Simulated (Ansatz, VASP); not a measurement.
**Ga3SbN2: VASP beside Ansatz**

File INCAR:

```
SYSTEM = Ga3SbN2
ALGO = Normal ; EDIFF = 1E-6
ENCUT = 520 ; GGA = PE
ISIF = 2 ; ISMEAR = 0
LASPH = .True. ; LCHARG = .True.
LELF = .True. ; LREAL = .False.
LVHAR = .True. ; LWAVE = .False.
NBANDS = 36 ; NELM = 60
PREC = Accurate ; SIGMA = 0.1
```

File KPOINTS:

```
k-points
0
Gamma
  6 6 4
  0 0 0
```

The input POSCAR:

```
Ga3SbN2
1.0
    4.3786332900      0.0000000000      0.0000000000
   -2.1893166500      3.7920076600      0.0000000000
    0.0000000000      0.0000000000      6.7340754400
Ga Sb N
3 1 2
Direct
    0.5000000000      0.0000000000      0.0000000000
    0.0000000000      0.5000000000      0.0000000000
    0.5000000000      0.5000000000      0.0000000000
    0.0000000000      0.0000000000      0.5000000000
    0.0000000000      0.0000000000      0.2759329900
    0.0000000000      0.0000000000      0.7240670100
```

Input for Ansatz:

```yaml
crystal:
  lattice:
    - [4.37863329, 0.0, 0.0]
    - [-2.18931665, 3.79200766, 0.0]
    - [0.0, 0.0, 6.73407544]
  atoms:
    - { symbol: Ga, position: [0.5, 0.0, 0.0] }
    - { symbol: Ga, position: [0.0, 0.5, 0.0] }
    - { symbol: Ga, position: [0.5, 0.5, 0.0] }
    - { symbol: Sb, position: [0.0, 0.0, 0.5] }
    - { symbol: "N", position: [0.0, 0.0, 0.27593299] }
    - { symbol: "N", position: [0.0, 0.0, 0.72406701] }
basis:
  ecutwfc: 420
kpoints:
  mp_grid: { grid: [6, 6, 4] }
hamiltonian:
  xc: pbe
scf:
  occupations: { method: gaussian, width: 0.1 }
  lower_state_search: "off"
output:
  forces: true
  stress: true
  eigenvalues: true
```

Alike in both runs: task single point; functional PBE; k mesh 6 × 6 × 4; occupations gaussian, width 0.1 eV; no spin polarisation.

```csv
,VASP,Ansatz
version,VASP 6.6.1,Ansatz 0.2.0
potentials or method,"VASP PAW PBE potentials, release 64 (Ga_d, Sb, N), cutoff 520 eV","scalar-relativistic, plane waves, PAW"
valence electrons in the cell,54,64
```

|  | VASP | Ansatz | Ansatz less VASP |
| --- | --- | --- | --- |
| gap on the k mesh at the Fermi level (eV) | none | none | - |
| rms of the force components (eV/Å) | 10.117 | 9.699 | -0.4176 |

Atom by atom the forces differ by 0.418 eV/Å (rms over components). A gap of «none» marks a metal or a gap that the smearing closes. The functional is the same, so the differences come from potentials, cutoffs and numerics. VASP's potentials hold 54 valence electrons a cell and Ansatz's 64, so a difference there can come from the potentials and not from the codes.

Spin-orbit coupling is off throughout.
